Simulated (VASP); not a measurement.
# BN (P1) in VASP: a series of runs

Runs on BN. Level: PBE. Tasks: single point.

All numbers are computed with VASP 6.6.1; they aren't measurements. Logs are shortened: lines on timing, memory, paths and dates and some standing lists are left out, and cuts for length are marked.

## Step 1: The cell of the first run

The typed cell holds 4 atoms: a = 2.563 Å, b = 2.563 Å, c = 4.439 Å, α = 73.22°, β = 73.22°, γ = 60.00°.

## Step 2: Single point, PBE (mode 4 frozen in at +0.017 Å and mode 5 at +0.051 Å (largest displacements))

INCAR reads:

```
ALGO = Normal
EDIFF = 1E-6
ENCUT = 520
GGA = PE
ISIF = 2
ISMEAR = 0
LASPH = True
LCHARG = False
LREAL = False
LWAVE = False
NBANDS = 16
NELM = 60
PREC = Accurate
SIGMA = 0.05
```

KPOINTS reads:

```
k-points
0
Gamma
  6 6 6
```

POSCAR reads:

```
BN
1.0
    0.0000000000     -1.8123937734     -1.8123937734
   -1.8123937734      0.0000000000     -1.8123937734
    1.8123937734      1.8123937734     -3.6247875468
B N
2 2
Direct
   -0.0203332258     -0.0003200587      0.0000000000
    0.5203332258      0.5003200587      0.5000000000
    0.3541916819      0.3746724631      0.8750000000
    0.8958083181      0.8753275369      0.3750000000
```

Potentials or basis: VASP PAW PBE potentials, release 64 (B, N).

Launch:

```sh
$ cat potpaw_PBE.64/B/POTCAR potpaw_PBE.64/N/POTCAR > POTCAR
$ mpirun -np 1 vasp_std > vasp.out
```

OUTCAR:

```text
EDIFF = 1E-6
   ENCUT = 520
   GGA = PE
   ISIF = 2
   ISMEAR = 0
   LASPH = True
   LREAL = False
   NELM = 60
   PREC = Accurate

 ion  position               nearest neighbor table
   1  0.980  1.000  0.000-   3 1.57   3 1.57   3 1.57   4 1.57
   2  0.520  0.500  0.500-   4 1.57   4 1.57   4 1.57   3 1.57
   3  0.354  0.375  0.875-   1 1.57   1 1.57   1 1.57   2 1.57
   4  0.896  0.875  0.375-   2 1.57   2 1.57   2 1.57   1 1.57

  LATTYP: Found a trigonal (rhomboedric) cell.
 ALAT       =     4.4394399578
 COS(alpha) =     0.8333333333

  Lattice vectors:

 A1 = (   1.8123937734,   3.6247875468,  -1.8123937734)
 A2 = (   3.6247875468,   1.8123937734,  -1.8123937734)
 A3 = (   1.8123937734,   1.8123937734,  -3.6247875468)

Analysis of symmetry for initial positions (statically):
=====================================================================
 Subroutine PRICEL returns:
 Original cell was already a primitive cell.

 Routine SETGRP: Setting up the symmetry group for a
 trigonal (rhombohedral) supercell.

 Subroutine GETGRP returns: Found  1 space group operations
 (whereof  1 operations were pure point group operations)
 out of a pool of 12 trial point group operations.

The static configuration has the point symmetry C_1 .

Analysis of symmetry for dynamics (positions and initial velocities):
=====================================================================
 Subroutine PRICEL returns:
 Original cell was already a primitive cell.

 Routine SETGRP: Setting up the symmetry group for a
 trigonal (rhombohedral) supercell.

 Subroutine GETGRP returns: Found  1 space group operations
 (whereof  1 operations were pure point group operations)
 out of a pool of 12 trial point group operations.

The dynamic configuration has the point symmetry C_1 .

 Subroutine INISYM returns: Found  1 space group operations
 (whereof  1 operations are pure point group operations),
 and found     1 'primitive' translations

----------------------------------------------------------------------------------------

                                     Primitive cell

  volume of cell :      23.8132

  direct lattice vectors                    reciprocal lattice vectors
     0.000000000 -1.812393773 -1.812393773     0.137939119 -0.413817356 -0.137939119
    -1.812393773  0.000000000 -1.812393773    -0.413817356  0.137939119 -0.137939119
     1.812393773  1.812393773 -3.624787547     0.137939119  0.137939119 -0.137939119

  length of vectors
     2.563111855  2.563111855  4.439439958     0.457492301  0.457492301  0.238917562

  position of ions in fractional coordinates (direct lattice)
     0.979666774  0.999679941  0.000000000
     0.520333226  0.500320059  0.500000000
     0.354191682  0.374672463  0.875000000
     0.895808318  0.875327537  0.375000000

  ion indices of the primitive-cell ions
   primitive index   ion index
                 1           1
                 2           2
                 3           3
                 4           4

----------------------------------------------------------------------------------------

 KPOINTS: k-points

Automatic generation of k-mesh.
 Grid dimensions read from file:
 generate k-points for:    6    6    6

 Generating k-lattice:

  Cartesian coordinates                     Fractional coordinates (reciprocal lattice)
     0.022989853 -0.068969559 -0.022989853     0.166666667  0.000000000 -0.000000000
    -0.068969559  0.022989853 -0.022989853     0.000000000  0.166666667 -0.000000000
     0.022989853  0.022989853 -0.022989853     0.000000000  0.000000000  0.166666667

  Length of vectors
     0.076248717  0.076248717  0.039819594

  Shift w.r.t. Gamma in fractional coordinates (k-lattice)
     0.000000000  0.000000000  0.000000000

 Subroutine IBZKPT returns following result:
 ===========================================

 Found    112 irreducible k-points:

 Following reciprocal coordinates:
            Coordinates               Weight
  0.000000  0.000000  0.000000      1.000000
  0.166667  0.000000  0.000000      2.000000
  0.000000  0.166667  0.000000      2.000000
 -0.166667 -0.166667 -0.166667      2.000000
  0.333333  0.000000 -0.000000      2.000000
  0.000000  0.333333 -0.000000      2.000000
[... 16 lines left out ...]
 -0.166667  0.500000 -0.000000      2.000000
 -0.333333  0.500000  0.500000      2.000000
 [... further k-points ...]
   k-points           NKPTS =    112   k-points in BZ     NKDIM =    112   number of bands    NBANDS=     16
   number of dos      NEDOS =    301   number of ions     NIONS =      4
   total plane-waves  NPLWV =  14400
   dimension x,y,z NGX =    20 NGY =   20 NGZ =   36
   dimension x,y,z NGXF=    40 NGYF=   40 NGZF=   72
   ions per type =               2   2
   NGX,Y,Z   is equivalent  to a cutoff of  12.97, 12.97, 13.48 a.u.
   NGXF,Y,Z  is equivalent  to a cutoff of  25.94, 25.94, 26.96 a.u.
 SYSTEM =  unknown system
   PREC   = accura    normal or accurate (medium, high low for compatibility)
   ISTART =      0    job   : 0-new  1-cont  2-samecut
   ICHARG =      2    charge: 1-file 2-atom 10-const
   ISPIN  =      1    spin polarized calculation?
   LNONCOLLINEAR =      F non collinear calculations
   LSORBIT =      F    spin-orbit coupling
   LASPH  =      T    aspherical Exc in radial PAW
   ENCUT  =  520.0 eV  38.22 Ry    6.18 a.u.   4.77  4.77  8.25*2*pi/ulx,y,z
   NELM   =     60;   NELMIN=  2; NELMDL= -5     # of ELM steps
   EDIFF  = 0.1E-05   stopping-criterion for ELM
   LREAL  =      F    real-space projection
   EDIFFG = 0.1E-04   stopping-criterion for IOM
   NSW    =      0    number of steps for IOM
   IBRION =     -1    ionic relax: 0-MD 1-quasi-New 2-CG
   NFREE  =      0    steps in history (QN), initial steepest desc. (CG)
   ISIF   =      2    stress and relaxation
   ISYM   =      2    0-nonsym 1-usesym 2-fastsym
   POTIM  = 0.5000    time-step for ionic-motion
   TEBEG  =    0.0;   TEEND  =   0.0 temperature during run
   PSTRESS=    0.0 pullay stress
   NELECT =      16.0000    total number of electrons
   NUPDOWN=      -1.0000    fix difference up-down
   EMIN   =  10.00;   EMAX   =-10.00  energy-range for DOS
   EFERMI =   0.00;   METHOD = LEGACY
   ISMEAR =     0;   SIGMA  =   0.05  broadening in eV -4-tet -1-fermi 0-gaus
   EFERMI_NEDOS =   21; number of points for ismear=-14 and -15
   IALGO  =     38    algorithm
   IMIX   =      4    mixing-type and parameters
     AMIX     =   0.40;   BMIX     =  1.00
     AMIX_MAG =   1.60;   BMIX_MAG =  1.00
  volume/ion in A,a.u.               =       5.95        40.17
  Fermi-wavevector in a.u.,A,eV,Ry     =   1.433867  2.709616 27.973240  2.055975
  Thomas-Fermi vector in A             =   2.553338
   LORBIT       =      0    0 simple, 1 ext, 2 COOP (PROOUT), +10 PAW based schemes
   GGA     = PE    functional components
   LHFCALC =     F    Hartree Fock is set to
   AEXX    =    0.0000 exact exchange contribution
   IVDW    =     0    specifies the selected vdW correction
   LEPSILON=     F    determine dielectric tensor
   LRPA    =     F    only Hartree local field effects (RPA)
 non-spin polarized calculation
 Gauss-broadening in eV      SIGMA  =   0.05
  energy-cutoff  :      520.00
  volume of cell :       23.81
 maximum number of plane-waves:       663
   NGX =  9   NGY =  9   NGZ = 17

 number of electron      16.0000001 magnetization

 Free energy of the ion-electron system (eV)
  ---------------------------------------------------
  ext. energy  EPLUGINS =         0.00000000
  ---------------------------------------------------
  free energy    TOTEN  =       -34.83791680 eV

  energy without entropy =      -34.83791680  energy(sigma->0) =      -34.83791680

 E-fermi :   7.5524     XC(G=0): -12.7851

 val. band max:        7.3435700490   @ k =   0.0000   0.0000   0.0000
 cond. band min:      11.7433926826   @ k =   0.5000   0.5000   0.0000
 fundamental gap:      4.3998226337
 Fermi energy:         7.5523552840

 k-point     1 :       0.0000    0.0000    0.0000
  band No.  band energies     occupation
      1     -12.8317      2.00000
      2      -8.6482      2.00000
      3      -3.3016      2.00000
      4       5.3937      2.00000
      5       5.4034      2.00000
      6       7.2715      2.00000
[... 8 lines left out ...]
     15      18.0920      0.00000
     16      22.5203      0.00000

 k-point     2 :       0.1667    0.0000    0.0000
  band No.  band energies     occupation
      1     -12.2205      2.00000
      2      -8.2860      2.00000
      3      -2.6142      2.00000
      4       3.2148      2.00000
      5       4.7656      2.00000
      6       5.0110      2.00000
[... 8 lines left out ...]
     15      19.5589      0.00000
     16      22.8692      0.00000

 k-point     3 :       0.0000    0.1667    0.0000
  band No.  band energies     occupation
      1     -12.2202      2.00000
      2      -8.2875      2.00000
      3      -2.6124      2.00000
      4       3.2165      2.00000
      5       4.7579      2.00000
      6       5.0209      2.00000
[... 8 lines left out ...]
     15      19.6789      0.00000
     16      22.8932      0.00000

 k-point     4 :      -0.1667   -0.1667   -0.1667
  band No.  band energies     occupation
      1     -12.2205      2.00000
      2      -8.2860      2.00000
      3      -2.6142      2.00000
      4       3.2148      2.00000
      5       4.7659      2.00000
      6       5.0107      2.00000
[... 8 lines left out ...]
     15      19.5538      0.00000
     16      22.8684      0.00000
[... 324 lines left out ...]
 k-point    22 :      -0.1667    0.3333   -0.1667
  band No.  band energies     occupation
      1      -8.8402      2.00000
      2      -7.5202      2.00000
      3      -1.5851      2.00000
      4      -0.0950      2.00000
      5       1.2941      2.00000
      6       1.8808      2.00000
[... 8 lines left out ...]
     15      22.8266      0.00000
     16      23.5907      0.00000

 k-point    23 :      -0.1667    0.5000   -0.0000
  band No.  band energies     occupation
      1      -8.8402      2.00000
      2      -7.5202      2.00000
      3      -1.5852      2.00000
      4      -0.0951      2.00000
      5       1.2945      2.00000
      6       1.8809      2.00000
[... 8 lines left out ...]
     15      22.8300      0.00000
     16      23.5906      0.00000

 k-point    24 :      -0.3333    0.5000    0.5000
  band No.  band energies     occupation
      1      -8.8525      2.00000
      2      -7.4987      2.00000
      3      -1.6019      2.00000
      4      -0.1121      2.00000
      5       1.2791      2.00000
      6       1.9300      2.00000
[... 8 lines left out ...]
     15      22.7124      0.00000
     16      23.5921      0.00000

 [... further k-points ...]
[... 5 lines left out ...]
  --------------------------------------------------------------------------------------
  -------------------------------------------------------------------------------------
  Total        0.1181028     -0.0269047     -0.0314824      0.0130313     -0.0407880     -0.0138267
  in kB        7.9460843     -1.8101801     -2.1181700      0.8767579     -2.7442584     -0.9302760
  external PRESSURE =       1.3392447 kB  Pullay stress =       0.0000000 kB

 VOLUME and BASIS-vectors are now :
 -----------------------------------------------------------------------------
  energy-cutoff  :      520.00
  volume of cell :       23.81
      direct lattice vectors                 reciprocal lattice vectors
     0.000000000 -1.812393773 -1.812393773     0.137939119 -0.413817356 -0.137939119
    -1.812393773  0.000000000 -1.812393773    -0.413817356  0.137939119 -0.137939119
     1.812393773  1.812393773 -3.624787547     0.137939119  0.137939119 -0.137939119

 POSITION                                       TOTAL-FORCE (eV/Angst)
 -----------------------------------------------------------------------------------
     -1.81181     -1.77554     -3.58736        -0.001396     -0.341366     -0.342916
     -0.00058     -0.03685     -3.66222         0.009309      0.337780      0.346885
      0.90679      0.94391     -4.49268        -0.011135     -0.451353     -0.462235
     -0.90679     -0.94391     -4.56929         0.003222      0.454939      0.458265
 -----------------------------------------------------------------------------------
    total drift:                               -0.000058     -0.000042      0.000015

  FREE ENERGIE OF THE ION-ELECTRON SYSTEM (eV)
  ---------------------------------------------------
  free  energy   TOTEN  =       -34.8379168034 eV

  energy  without entropy=      -34.8379168034  energy(sigma->0) =      -34.83791680
```

Wall time 18 s (1 thread of AMD EPYC 9R45 (Zen 5), shared host); peak memory 0.13 GiB.

What came out:

* Free energy: -34.8379 eV
* Pressure: 0.1 GPa
* Largest force: 0.646 eV/Å
* Band gap on the k mesh: 4.40 eV

Forces on the atoms (eV/Å):
```
B   -0.001 -0.341 -0.343
B    0.009  0.338  0.347
N   -0.011 -0.451 -0.462
N    0.003  0.455  0.458
```

Caveat: the k points lie up to 0.48 Å⁻¹ apart; the cell differs from its parent crystal (mode 4 frozen in at +0.017 Å and mode 5 at +0.051 Å (largest displacements)).

## Step 3: Single point, PBE (mode 4 frozen in at -0.017 Å and mode 5 at -0.051 Å (largest displacements))

INCAR reads:

```
SYSTEM = BN
PREC     = Accurate       ! precision mode
ENCUT    = 520            ! plane-wave cutoff, eV
EDIFF    = 1E-6           ! SCF threshold, eV
ISMEAR   = 0              ! smearing method
SIGMA    = 0.05           ! smearing width, eV
LREAL    = .FALSE.        ! projectors in reciprocal space
LASPH    = .TRUE.         ! aspherical terms in the spheres
NELM     = 80             ! most SCF steps
ALGO     = Normal         ! electronic algorithm
ISIF     = 2              ! what is computed and relaxed
LWAVE    = .FALSE.        ! write WAVECAR
LCHARG   = .FALSE.        ! write CHGCAR
GGA      = PE             ! functional
NBANDS   = 16             ! bands
```

KPOINTS reads:

```
Automatic mesh
0
G
  6 6 6
  0 0 0
```

POSCAR reads:

```
BN
1.0
    0.0000000000     -1.8123937734     -1.8123937734
   -1.8123937734      0.0000000000     -1.8123937734
    1.8123937734      1.8123937734     -3.6247875468
B N
2 2
Direct
    0.0203332258      0.0003200587      0.0000000000
    0.4796667742      0.4996799413      0.5000000000
    0.3958083181      0.3753275369      0.8750000000
    0.8541916819      0.8746724631      0.3750000000
```

Potentials or basis: VASP PAW PBE potentials, release 64 (B, N).

Launch:

```sh
$ cat potpaw_PBE.64/B/POTCAR potpaw_PBE.64/N/POTCAR > POTCAR
$ mpirun -np 1 vasp_std > vasp.out
```

OUTCAR:

```text
SYSTEM = BN
   PREC = Accurate
   ENCUT = 520
   EDIFF = 1E-6
   ISMEAR = 0
   LREAL = .FALSE.
   LASPH = .TRUE.
   NELM = 80
   ISIF = 2
   GGA = PE

 ion  position               nearest neighbor table
   1  0.020  0.000  0.000-   3 1.57   3 1.57   3 1.57   4 1.57
   2  0.480  0.500  0.500-   4 1.57   4 1.57   4 1.57   3 1.57
   3  0.396  0.375  0.875-   1 1.57   1 1.57   1 1.57   2 1.57
   4  0.854  0.875  0.375-   2 1.57   2 1.57   2 1.57   1 1.57

  LATTYP: Found a trigonal (rhomboedric) cell.
 ALAT       =     4.4394399578
 COS(alpha) =     0.8333333333

  Lattice vectors:

 A1 = (   1.8123937734,   3.6247875468,  -1.8123937734)
 A2 = (   3.6247875468,   1.8123937734,  -1.8123937734)
 A3 = (   1.8123937734,   1.8123937734,  -3.6247875468)

Analysis of symmetry for initial positions (statically):
=====================================================================
 Subroutine PRICEL returns:
 Original cell was already a primitive cell.

 Routine SETGRP: Setting up the symmetry group for a
 trigonal (rhombohedral) supercell.

[... 166 lines left out ...]
  free energy    TOTEN  =       -34.83791680 eV

  energy without entropy =      -34.83791680  energy(sigma->0) =      -34.83791680

 E-fermi :   7.5524     XC(G=0): -12.7851

 val. band max:        7.3435700326   @ k =   0.0000   0.0000   0.0000
 cond. band min:      11.7433926774   @ k =   0.5000   0.5000   0.0000
 fundamental gap:      4.3998226448
 Fermi energy:         7.5523552724

 k-point     1 :       0.0000    0.0000    0.0000
  band No.  band energies     occupation
      1     -12.8317      2.00000
      2      -8.6482      2.00000
      3      -3.3016      2.00000
      4       5.3937      2.00000
      5       5.4034      2.00000
      6       7.2715      2.00000
[... 433 lines left out ...]
      3      -1.6019      2.00000
      4      -0.1121      2.00000
      5       1.2791      2.00000
      6       1.9300      2.00000
[... 8 lines left out ...]
     15      22.7124      0.00000
     16      23.5921      0.00000

 [... further k-points ...]
[... 5 lines left out ...]
  --------------------------------------------------------------------------------------
  -------------------------------------------------------------------------------------
  Total        0.1181029     -0.0269046     -0.0314823      0.0130313     -0.0407880     -0.0138267
  in kB        7.9460913     -1.8101713     -2.1181642      0.8767590     -2.7442584     -0.9302747
  external PRESSURE =       1.3392519 kB  Pullay stress =       0.0000000 kB

 VOLUME and BASIS-vectors are now :
 -----------------------------------------------------------------------------
  energy-cutoff  :      520.00
  volume of cell :       23.81
      direct lattice vectors                 reciprocal lattice vectors
     0.000000000 -1.812393773 -1.812393773     0.137939119 -0.413817356 -0.137939119
    -1.812393773  0.000000000 -1.812393773    -0.413817356  0.137939119 -0.137939119
     1.812393773  1.812393773 -3.624787547     0.137939119  0.137939119 -0.137939119

 POSITION                                       TOTAL-FORCE (eV/Angst)
 -----------------------------------------------------------------------------------
     -0.00058     -0.03685     -0.03743         0.009309      0.337780      0.346885
      0.00058      0.03685     -3.58736        -0.001396     -0.341366     -0.342915
      0.90560      0.86848     -4.56929         0.003223      0.454939      0.458264
     -0.90560     -0.86848     -4.49268        -0.011136     -0.451353     -0.462234
 -----------------------------------------------------------------------------------
    total drift:                               -0.000058     -0.000042      0.000015

  FREE ENERGIE OF THE ION-ELECTRON SYSTEM (eV)
  ---------------------------------------------------
  free  energy   TOTEN  =       -34.8379168034 eV

  energy  without entropy=      -34.8379168034  energy(sigma->0) =      -34.83791680
```

OSZICAR:

```text
N       E                     dE             d eps       ncg     rms          rms(c)
DAV:   1     0.387133923707E+02    0.38713E+02   -0.86077E+03  3592   0.993E+02
DAV:   2    -0.344039545759E+02   -0.73117E+02   -0.68146E+02  5104   0.228E+02
DAV:   3    -0.367337000210E+02   -0.23297E+01   -0.23235E+01  4184   0.373E+01
DAV:   4    -0.367393250883E+02   -0.56251E-02   -0.56247E-02  4304   0.212E+00
DAV:   5    -0.367393411702E+02   -0.16082E-04   -0.16082E-04  4088   0.105E-01    0.941E+00
DAV:   6    -0.349920740342E+02    0.17473E+01   -0.22820E+00  4616   0.136E+01    0.446E+00
DAV:   7    -0.348655922746E+02    0.12648E+00   -0.32590E-01  4584   0.452E+00    0.275E+00
DAV:   8    -0.348392106540E+02    0.26382E-01   -0.51534E-02  4248   0.189E+00    0.270E-01
DAV:   9    -0.348376593996E+02    0.15513E-02   -0.19174E-03  4208   0.560E-01    0.132E-01
DAV:  10    -0.348379131050E+02   -0.25371E-03   -0.51934E-04  4544   0.178E-01    0.288E-02
DAV:  11    -0.348379161354E+02   -0.30304E-05   -0.40909E-05  4504   0.610E-02    0.149E-02
DAV:  12    -0.348379168034E+02   -0.66806E-06   -0.58318E-06  4520   0.247E-02
   1 F= -.34837917E+02 E0= -.34837917E+02  d E =-.349462E-11
```

stdout:

```text
POSCAR found type information on POSCAR B N
 POSCAR found :  2 types and       4 ions
 scaLAPACK will be used
 LDA part: xc-table for (Slater+PW92), standard interpolation
 POSCAR, INCAR and KPOINTS ok, starting setup
 FFT: planning ... GRIDC
 FFT: planning ... GRID_SOFT
 FFT: planning ... GRID
 WAVECAR not read
 entering main loop
```

It took 19 s on 1 thread of AMD EPYC 9R45 (Zen 5), shared host; peak memory 0.13 GiB.

What came out:

| Item | Value |
| --- | --- |
| Free energy | -34.8379 eV |
| Pressure | 0.1 GPa |
| Largest force | 0.646 eV/Å |
| Band gap on the k mesh | 4.40 eV |

Forces in eV/Å, atoms in the order of the input:
```
B    0.009  0.338  0.347
B   -0.001 -0.341 -0.343
N    0.003  0.455  0.458
N   -0.011 -0.451 -0.462
```

Caveat: the k points lie up to 0.48 Å⁻¹ apart; the cell differs from its parent crystal (mode 4 frozen in at -0.017 Å and mode 5 at -0.051 Å (largest displacements)).

(Continued in part 2 of 2.)
